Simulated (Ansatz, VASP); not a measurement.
# One calculation of SiC, two programs

File POSCAR:

```
SiC
1.0
    3.0775549631      0.0000000000      0.0000000000
   -1.5387774815      2.6652407796      0.0000000000
    0.0000000000      0.0000000000     10.0767216786
Si C
4 4
Direct
    0.6666666667      0.3333333333      0.9378415298
    0.3333333333      0.6666666667      0.4378415298
    0.0000000000      0.0000000000      0.6878903911
    0.0000000000      0.0000000000      0.1878903911
    0.6666666667      0.3333333333      0.7498007691
    0.3333333333      0.6666666667      0.2498007691
    0.0000000000      0.0000000000      0.5004663101
    0.0000000000      0.0000000000      0.0004663101
```

The input INCAR.step1:

```
SYSTEM = SiC
PREC = Accurate ; ENCUT = 520
ISMEAR = 0 ; SIGMA = 0.01
LREAL = .False. ; LASPH = .True.
NELM = 60 ; NBANDS = 26
GGA = PE ; ALGO = Normal
EDIFF = 1E-4 ; LWAVE = .True.
LCHARG = .False.
```

The input INCAR.step2:

```
SYSTEM = SiC
PREC = Accurate ; ENCUT = 520
EDIFF = 1E-7 ; ISMEAR = 0
SIGMA = 0.01 ; LREAL = .False.
LASPH = .True. ; NELM = 60
ALGO = Normal ; ISIF = 2
LWAVE = .False. ; LCHARG = .False.
METAGGA = R2SCAN ; LMIXTAU = .True.
NBANDS = 26 ; ISTART = 1
```

KPOINTS

```
regular mesh
0
Gamma
  12 12 4
  0 0 0
```

Input for Ansatz:

```yaml
crystal:
  lattice:
    - [3.0775549631, 0.0, 0.0]
    - [-1.5387774815, 2.6652407796, 0.0]
    - [0.0, 0.0, 10.0767216786]
  atoms:
    - { symbol: Si, position: [0.6666666667, 0.3333333333, 0.9378415298] }
    - { symbol: Si, position: [0.3333333333, 0.6666666667, 0.4378415298] }
    - { symbol: Si, position: [0.0, 0.0, 0.6878903911] }
    - { symbol: Si, position: [0.0, 0.0, 0.1878903911] }
    - { symbol: C, position: [0.6666666667, 0.3333333333, 0.7498007691] }
    - { symbol: C, position: [0.3333333333, 0.6666666667, 0.2498007691] }
    - { symbol: C, position: [0.0, 0.0, 0.5004663101] }
    - { symbol: C, position: [0.0, 0.0, 0.0004663101] }
kpoints:
  mp_grid: { grid: [12, 12, 4] }
  band_path:
    path:
      - [0.0, 0.0, 0.0]
      - [0.5, 0.0, 0.0]
      - [0.3333333333, 0.3333333333, 0.0]
      - [0.0, 0.0, 0.5]
      - [0.5, 0.0, 0.5]
      - [0.3333333333, 0.3333333333, 0.5]
      - [0.0, 0.5, 0.0]
    npoints: 1
hamiltonian:
  xc: r2scan
scf:
  occupations: { method: fixed }
  n_extra_bands: 6
output:
  forces: true
  stress: true
  eigenvalues: true
```

Alike in both runs: task single point; functional r2SCAN; k mesh 12 × 12 × 4; no spin polarisation.

|  | VASP | Ansatz |
| --- | --- | --- |
| version | VASP 6.6.1 | Ansatz 0.2.0 |
| potentials or method | VASP PAW PBE potentials, release 64 (Si, C) | plane waves, PAW |
| plane-wave cutoff (eV) | 520 | 500 |
| occupations | gaussian, width 0.01 eV | fixed |
| valence electrons in the cell | 32 | 32 |

Ansatz gave:

```
gap on the k mesh at the Fermi level (eV) : 2.60
pressure (GPa)                            : 0.0
```

What did VASP give for the same quantities?

gap on the k mesh at the Fermi level (eV): 2.61; pressure (GPa): -0.2.

VASP's potentials were made for PBE, not for r2SCAN.
